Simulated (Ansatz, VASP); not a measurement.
**Ba in VASP and in Ansatz**

The input INCAR:

```
SYSTEM = Ba
ALGO = Normal
EDIFF = 1E-7
ENCUT = 520
GGA = PS
GGA_COMPAT = .False.
ISIF = 2
ISMEAR = -1
LASPH = .True.
LCHARG = .False.
LORBIT = 11
LORBMOM = .True.
LREAL = .False.
LSORBIT = .True.
LWAVE = .False.
MAGMOM = 0 0 0
NBANDS = 21
NELM = 150
PREC = Accurate
SIGMA = 0.05
```

KPOINTS

```
k-points
0
Gamma
  6 6 6
  0 0 0
```

File POSCAR:

```
Ba
1.0
   -2.5065000000      2.5065000000      2.5065000000
    2.5065000000     -2.5065000000      2.5065000000
    2.5065000000      2.5065000000     -2.5065000000
Ba
1
Direct
    0.0000000000      0.0000000000      0.0000000000
```

The input input.yaml:

```yaml
crystal:
  lattice:
    - [-2.5065, 2.5065, 2.5065]
    - [2.5065, -2.5065, 2.5065]
    - [2.5065, 2.5065, -2.5065]
  atoms:
    - { symbol: Ba, position: [0.0, 0.0, 0.0] }
kpoints:
  mp_grid: { grid: [6, 6, 6] }
  band_path:
    path:
      - [0.0, 0.0, 0.0]
      - [0.5, -0.5, 0.5]
      - [0.0, 0.0, 0.5]
      - [0.0, 0.0, 0.0]
      - [0.25, 0.25, 0.25]
      - [0.5, -0.5, 0.5]
    npoints: 12
scf:
  occupations: { method: fermi_dirac, width: 0.05 }
hamiltonian:
  xc: pbesol
  pseudopotentials: { kind: all_electron, lapw: { basis_error: 0.001 } }
magnetization:
  noncollinear: true
  spin_orbit: true
output:
  forces: true
  stress: true
  eigenvalues: true
```

Alike in both runs: functional PBEsol; k mesh 6 × 6 × 6; occupations fermi-dirac, width 0.05 eV; non-collinear spin, spin-orbit coupling.

|  | VASP | Ansatz |
| --- | --- | --- |
| version | VASP 6.6.1 | Ansatz 0.2.0 |
| potentials or method | VASP PAW PBE potentials, release 64 (Ba_sv), cutoff 520 eV | all-electron LAPW, relativistic spinors |
| task | single point | band structure |

```tsv
	VASP	Ansatz	Ansatz less VASP
pressure (GPa)	-0.5	-0.6	-0.04
net moment per atom (μB)	0.00	0.00	0.000
```

VASP's potentials were made for PBE, not for PBEsol. Ansatz ran all-electron here, and VASP with PAW potentials.

Noted on Ansatz's run: the k mesh is thin for a metal, which can move the energy by tens of meV per atom.
